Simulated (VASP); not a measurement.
# WC (rocksalt type): single point with PBE

WC (rocksalt type):

```xyz
2
Lattice="0.0000 2.1902 2.1902 2.1902 0.0000 2.1902 2.1902 2.1902 0.0000" Properties=species:S:1:pos:R:3 pbc="T T T"
W     0.0000    0.0000    0.0000
C     2.1902    2.1902    2.1902
```

```json
{
  "Program": "VASP 6.6.1",
  "Task": "single point",
  "Functional": "PBE",
  "Potentials or basis": "VASP PAW PBE potentials, release 64 (W_sv, C)",
  "Cutoff": "600 eV",
  "k mesh": "16 × 16 × 16",
  "Occupations": "fermi-dirac, width 0.08 eV",
  "Spin": "no spin polarisation"
}
```

The pressure is 0.8 GPa and the band gap on the k mesh is zero (band 9 reaches 13.51 eV, above the bottom of band 10 at 10.39 eV).

Levels at points of the mesh, in eV from the Fermi level:
| k point | band 7 | band 8 | band 9 | band 10 | band 11 | band 12 |
| --- | --- | --- | --- | --- | --- | --- |
| (0.00, 0.00, 0.00) | -2.77 | -2.77 | -1.08 | -1.08 | -1.08 | -0.97 |
| (0.50, 0.00, 0.00) | -6.61 | -6.61 | 1.04 | 1.04 | 2.33 | 4.92 |
| (0.50, 0.50, 0.00) | -5.61 | -2.52 | -2.52 | 0.85 | 2.27 | 2.27 |

It took 50 s on 1 thread of Intel Xeon 6975P-C (shared host), peak memory 0.21 GiB.

Caveat: spin-orbit coupling is left out, which moves the levels of the heavy elements.
